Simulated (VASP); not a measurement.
## ZrGeSe3: single point with PBE+D3(BJ)

ZrGeSe3, a sheet with vacuum:

```
Zr Ge Se
1.0
     3.73571    0.00000    0.00000
    -1.86785    3.23522    0.00000
     0.00000    0.00000   38.09444
Zr Ge Se
1 1 3
Direct
  0.33333 0.66667 0.32109
  0.00000 0.00000 0.21195
  0.33333 0.66667 0.17508
  0.00000 0.00000 0.36280
  0.66667 0.33333 0.27804
```

| Property | Result |
| --- | --- |
| Program | VASP 6.6.1 |
| Task | single point |
| Functional | PBE |
| Dispersion | D3(BJ) |
| Potentials or basis | VASP PAW PBE potentials, release 64 (Zr_sv, Ge_d, Se) |
| Cutoff | 520 eV |
| k mesh | 12 × 12 × 1 |
| Occupations | fermi-dirac, width 0.15 eV |
| Spin | no spin polarisation |

```yaml
Largest_force: 0.027 eV/Å
Band_gap_on_the_k_mesh: zero (filled and empty bands overlap)
Dispersion_energy_per_atom: -0.308 eV
Work_function_of_the_upper_face: 5.15 eV
Work_function_of_the_lower_face: 5.21 eV
```

Forces in eV/Å, atoms in the order of the input:
```
Zr   0.000  0.000  0.000
Ge   0.000  0.000  0.027
Se   0.000  0.000 -0.026
Se   0.000  0.000  0.018
Se   0.000  0.000 -0.019
```

Levels at points of the mesh, in eV from the Fermi level:
```tsv
k point	band 18	band 19	band 20	band 21	band 22	band 23	band 24	band 25	band 26	band 27
(0.00, 0.00, 0.00)	-1.11	-1.11	-0.46	-0.46	-0.24	0.82	0.82	1.19	2.20	3.35
(0.50, 0.00, 0.00)	-2.91	-2.47	-2.44	-1.49	-1.26	-0.05	1.98	2.42	2.76	3.04
```

It took 5.1 min on 1 thread of Intel(R) Xeon(R) 6975P-C (Granite Rapids) (shared host), peak memory 0.65 GiB.
